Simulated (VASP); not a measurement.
Set up this calculation in VASP 6.6.1, as the native input.

* Task: single point
* Functional: PBEsol
* Potentials or basis: VASP PAW PBE potentials, release 64 (Mg, O)
* Cutoff: 520 eV
* k mesh: 10 × 10 × 10
* Occupations: gaussian, width 0.02 eV
* Spin: no spin polarisation
* Dipole correction: no
* Further INCAR settings: ALGO = Normal; EDIFF = 1e-06; NBANDS = 11

The structure of MgO lies in POSCAR:

```
MgO
1.0
    0.0000000000      2.1070232011      2.1070232011
    2.1070232011      0.0000000000      2.1070232011
    2.1070232011      2.1070232011      0.0000000000
Mg O
1 1
Direct
    0.0000000000      0.0000000000      0.0000000000
    0.5000000000      0.5000000000      0.5000000000
```

One way to write it, as run:

INCAR

```
SYSTEM = MgO
PREC = Accurate ; ENCUT = 520
EDIFF = 1E-6 ; ISMEAR = 0
SIGMA = 0.02 ; LREAL = .FALSE.
LASPH = .TRUE. ; NELM = 100
ALGO = Normal ; ISIF = 2
LWAVE = .FALSE. ; LCHARG = .TRUE.
GGA = PS ; LELF = .TRUE.
LVHAR = .TRUE. ; NBANDS = 11
```

KPOINTS

```
regular mesh
0
G
  10 10 10
  0 0 0
```

Potentials or basis: VASP PAW PBE potentials, release 64 (Mg, O).

The run is started by

```sh
$ cat potpaw_PBE.64/Mg/POTCAR potpaw_PBE.64/O/POTCAR > POTCAR
$ mpirun -np 1 vasp_std > vasp.out
```

It gave:

```json
{"Pressure": "-0.5 GPa", "Band gap on the k mesh": "4.62 eV, direct"}
```

Caveat: the PAW data sets were made with another functional, which shifts forces and pressure a little.

Run time: 5.4 s on 1 thread of Intel(R) Xeon(R) 6975P-C (Granite Rapids), on a shared host, peak memory 0.14 GiB.
